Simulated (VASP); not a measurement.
Wanted: the native input for a VASP 6.6.1 run.

```yaml
Task: single point
Functional: LDA
Potentials_or_basis: VASP PAW LDA potentials, release 64 (Zr_sv)
Cutoff: 520 eV
k_mesh: 14 × 14 × 14
Occupations: fermi-dirac, width 0.1 eV
Spin: no spin polarisation
Dipole_correction: no
Further_INCAR_settings: ALGO = Normal; EDIFF = 1e-07; NBANDS = 12
```

The structure of Zr lies in POSCAR:

```
Zr
1.0
    0.0000000000      2.2664937485      2.2664937485
    2.2664937485      0.0000000000      2.2664937485
    2.2664937485      2.2664937485      0.0000000000
Zr
1
Direct
    0.0000000000      0.0000000000      0.0000000000
```

This cell differs from its parent crystal: volume scaled by 1.08.

The input as run:

INCAR

```
  ALGO = Normal
  EDIFF = 1E-7
  ENCUT = 520
  GGA = CA
  ISIF = 2
  ISMEAR = -1
  LASPH = True
  LCHARG = False
  LREAL = False
  LWAVE = False
  NBANDS = 12
  NELM = 100
  PREC = Accurate
  SIGMA = 0.1
```

KPOINTS

```
k-points
0
Gamma
  14 14 14
```

Potentials or basis: VASP PAW LDA potentials, release 64 (Zr_sv).

The run is started by

```sh
$ cat potpaw_LDA.64/Zr_sv/POTCAR > POTCAR
$ mpirun -np 1 vasp_std > vasp.out
```

It gave:

- Pressure: -6.6 GPa
- Band gap on the k mesh: zero (band 6 reaches 9.63 eV, above the bottom of band 7 at 8.05 eV)

It took 10 s on 1 thread of AMD EPYC 9R45 96-Core Processor (Zen 5) (shared host), peak memory 0.11 GiB.
